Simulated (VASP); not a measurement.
Runs of VASP 6.6.1 on Ta. The structure is that of space group Im-3m (No. 229), or close to it. The cells are those of the table. 

```csv
task,cell,k mesh,cutoff (eV),gap on the mesh (eV),pressure (GPa)
single point,"a = 2.968 Å, angles 109.5°, 1 atom",22 × 22 × 22,520,none,-12.5
single point,"a = 2.931 Å, angles 109.5°, 1 atom",22 × 22 × 22,520,none,(b)
single point,"a = 2.814 Å, angles 109.5°, 1 atom",22 × 22 × 22,520,none,18.2
relaxation of cell and atoms,"relaxed from a = 2.863 Å, angles 109.5°, 1 atom",13 × 13 × 13,600,none,0.0
single point,"a = 2.893 Å, angles 109.5°, 1 atom",22 × 22 × 22,520,none,0.0
single point,"a = 3.004 Å, angles 109.5°, 1 atom",22 × 22 × 22,520,none,-17.1
single point,"a = 2.893 Å, angles 109.5°, 1 atom",13 × 13 × 13,520,none,(a)
single point,"a = 2.854 Å, angles 109.5°, 1 atom",22 × 22 × 22,520,none,8.2
```

Alike in all rows: level RPBE; potentials or basis VASP PAW PBE potentials, release 64 (Ta_pv); no spin polarisation; smearing fermi-dirac 0.1 eV.

Task: Estimate the missing entries.

Result: (a) 0.1; (b) -6.9.

Caveats: the PAW data sets were made with another functional, which shifts forces and pressure a little; spin-orbit coupling is left out, which moves the levels of the heavy elements.

A k mesh can miss the band edges, and the runs leave out spin-orbit coupling on Ta.

A gap of «none» marks levels without a gap at the run's occupations.
